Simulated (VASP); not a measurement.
# SrCl2 (I4mm) in VASP: further runs, part 2 of 2

VASP 6.6.1. The steps go on from the part before.

## 3. Single point, PBE (all Cl atoms moved +0.125 Å, as atom 2 along Cartesian [1 0 0])

Contents of INCAR:

```
ALGO = Normal
EDIFF = 1E-6
ENCUT = 520
GGA = PE
ISIF = 2
ISMEAR = 0
LASPH = True
LCHARG = False
LREAL = False
LWAVE = False
NBANDS = 19
NELM = 100
PREC = Accurate
SIGMA = 0.05
```

Contents of KPOINTS:

```
k-points
0
Gamma
  6 6 6
```

Contents of POSCAR:

```
SrCl2
1.0
    0.0000000000      3.4855000000      3.4855000000
    3.4855000000      0.0000000000      3.4855000000
    3.4855000000      3.4855000000      0.0000000000
Sr Cl
1 2
Direct
    0.0000000000      0.0000000000      0.0000000000
    0.2320685698      0.2679314302      0.2679314302
    0.7320685698      0.7679314302      0.7679314302
```

Potentials or basis: VASP PAW PBE potentials, release 64 (Sr_sv, Cl).

Launch:

```sh
> cat potpaw_PBE.64/Sr_sv/POTCAR potpaw_PBE.64/Cl/POTCAR > POTCAR
> mpirun -np 1 vasp_std > vasp.out
```

OUTCAR:

```text
EDIFF = 1E-6
   ENCUT = 520
   GGA = PE
   ISIF = 2
   ISMEAR = 0
   LASPH = True
   LREAL = False
   NELM = 100
   PREC = Accurate

 ion  position               nearest neighbor table
   1  0.000  0.000  0.000-   3 2.95   3 2.95   2 2.95   2 2.95   3 3.09   3 3.09   2 3.09   2 3.09

   2  0.232  0.268  0.268-   1 2.95   1 2.95   1 3.09   1 3.09
   3  0.732  0.768  0.768-   1 2.95   1 2.95   1 3.09   1 3.09

  LATTYP: Found a face centered cubic cell.
 ALAT       =     6.9710000000

  Lattice vectors:

 A1 = (   0.0000000000,   3.4855000000,   3.4855000000)
 A2 = (   3.4855000000,   0.0000000000,   3.4855000000)
 A3 = (   3.4855000000,   3.4855000000,   0.0000000000)

Analysis of symmetry for initial positions (statically):
=====================================================================
 Subroutine PRICEL returns:
 Original cell was already a primitive cell.

 Routine SETGRP: Setting up the symmetry group for a
[... 166 lines left out ...]
  ---------------------------------------------------
  free energy    TOTEN  =       -12.75915111 eV

  energy without entropy =      -12.75915111  energy(sigma->0) =      -12.75915111

 E-fermi :   0.5140     XC(G=0):  -8.2910

 val. band max:        0.1806510993   @ k =   0.5000   0.5000   0.0000
 cond. band min:       5.5119669840   @ k =   0.0000   0.0000   0.0000
 fundamental gap:      5.3313158848
 Fermi energy:         0.5140375026

 k-point     1 :       0.0000    0.0000    0.0000
  band No.  band energies     occupation
      1     -32.6995      2.00000
      2     -14.7038      2.00000
      3     -14.6962      2.00000
      4     -14.6962      2.00000
      5     -13.1401      2.00000
      6     -12.2977      2.00000
[... 505 lines left out ...]
      6     -12.4979      2.00000
[... 11 lines left out ...]
     18       8.8958      0.00000
     19       9.9976      0.00000

 [... further k-points ...]

------------------------ aborting loop because EDIFF is reached ----------------------------------------

  FORCE on cell =-STRESS in cart. coord.  units (eV):
  Direction    XX          YY          ZZ          XY          YZ          ZX
  --------------------------------------------------------------------------------------
  -------------------------------------------------------------------------------------
  Total        0.6804115      0.7370157      0.7370157      0.0000000     -0.0000000      0.0000000
  in kB       12.8723242     13.9431872     13.9431872      0.0000000     -0.0000000      0.0000000
  external PRESSURE =      13.5862328 kB  Pullay stress =       0.0000000 kB

 VOLUME and BASIS-vectors are now :
 -----------------------------------------------------------------------------
  energy-cutoff  :      520.00
  volume of cell :       84.69
      direct lattice vectors                 reciprocal lattice vectors
     0.000000000  3.485500000  3.485500000    -0.143451442  0.143451442  0.143451442
     3.485500000  0.000000000  3.485500000     0.143451442 -0.143451442  0.143451442
     3.485500000  3.485500000  0.000000000     0.143451442  0.143451442 -0.143451442

 POSITION                                       TOTAL-FORCE (eV/Angst)
 -----------------------------------------------------------------------------------
      0.00000      0.00000      0.00000         0.347137      0.000000      0.000000
      1.86775      1.74275      1.74275        -0.173568     -0.000000     -0.000000
      5.35325      5.22825      5.22825        -0.173568      0.000000      0.000000
 -----------------------------------------------------------------------------------
    total drift:                               -0.000259      0.000000      0.000000

  FREE ENERGIE OF THE ION-ELECTRON SYSTEM (eV)
  ---------------------------------------------------
  free  energy   TOTEN  =       -12.7591511121 eV

  energy  without entropy=      -12.7591511121  energy(sigma->0) =      -12.75915111
```

stdout:

```text
POSCAR found type information on POSCAR SrCl
 POSCAR found :  2 types and       3 ions
 scaLAPACK will be used
 LDA part: xc-table for (Slater+PW92), standard interpolation
 POSCAR, INCAR and KPOINTS ok, starting setup
 FFT: planning ... GRIDC
 FFT: planning ... GRID_SOFT
 FFT: planning ... GRID
 WAVECAR not read
 entering main loop
```

Wall time 48 s (1 thread of AMD EPYC 7R13 (Zen 3), shared host); peak memory 0.21 GiB.

Results:

| Quantity | Value |
| --- | --- |
| Free energy | -12.7592 eV |
| Pressure | 1.4 GPa |
| Largest force | 0.347 eV/Å |
| Band gap on the k mesh | 5.33 eV (least direct gap 5.50 eV) |

Forces on the atoms (eV/Å):
```
Sr   0.347  0.000  0.000
Cl  -0.174  0.000  0.000
Cl  -0.174  0.000  0.000
```

Caveat: the cell differs from its parent crystal (all Cl atoms moved +0.125 Å, as atom 2 along Cartesian [1 0 0]). A k mesh can miss the band edges.
